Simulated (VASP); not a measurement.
Wanted: the native input for a VASP 6.6.1 run.

| Item | Value |
| --- | --- |
| Task | electric field gradients |
| Functional | PBE |
| Potentials or basis | VASP PAW PBE potentials, release 64 (Cd, F) |
| Cutoff | 520 eV |
| k mesh | 7 × 7 × 7 |
| Occupations | fermi-dirac, width 0.03 eV |
| Spin | no spin polarisation |
| Dipole correction | no |
| Further INCAR settings | ALGO = Normal; EDIFF = 1e-08; NBANDS = 20 |

The structure of CdF2 lies in POSCAR:

```
CdF2
1.0
    0.0000000000      2.7005188915      2.7005188915
    2.7005188915      0.0000000000      2.7005188915
    2.7005188915      2.7005188915      0.0000000000
Cd F
1 2
Direct
   -0.0900000000      0.0300000000      0.0300000000
    0.3400000000      0.2200000000      0.2200000000
    0.7500000000      0.7500000000      0.7500000000
```

This cell differs from its parent crystal: shortest bond scaled by 0.76.

These files were run (other wordings do the same):

INCAR

```
PREC = Accurate
ENCUT = 520
EDIFF = 1E-8
ISMEAR = -1
SIGMA = 0.03
LREAL = False
LASPH = True
NELM = 100
ALGO = Normal
ISIF = 2
LWAVE = False
LCHARG = False
GGA = PE
LEFG = True
NBANDS = 20
```

KPOINTS

```
regular mesh
0
Gamma
  7 7 7
```

Potentials or basis: VASP PAW PBE potentials, release 64 (Cd, F).

Run with:

```sh
$ cat potpaw_PBE.64/Cd/POTCAR potpaw_PBE.64/F/POTCAR > POTCAR
$ mpirun -np 1 vasp_std > vasp.out
```

It gave:

```yaml
Pressure: 29.0 GPa
Largest_force: 10.088 eV/Å
Band_gap_on_the_k_mesh: 2.67 eV (least direct gap 3.18 eV)
Largest_electric_field_gradient_by_atom: Cd -217.1; F +54.3, -12.8 V/Å²
```

Caveat: the cell differs from its parent crystal (shortest bond scaled by 0.76); the cell stands under pressure; without QUAD_EFG the Cq values of the log hold for a quadrupole moment of 1 mb, not for the nuclei; an odd mesh through Γ misses points on the zone boundary, where band edges can lie; forces of over 1 eV/Å act on the atoms, so gaps and moduli don't describe the material at rest.

Wall time 18 s on 1 thread of Intel(R) Xeon(R) 6975P-C (Granite Rapids) (shared host), peak memory 0.17 GiB.
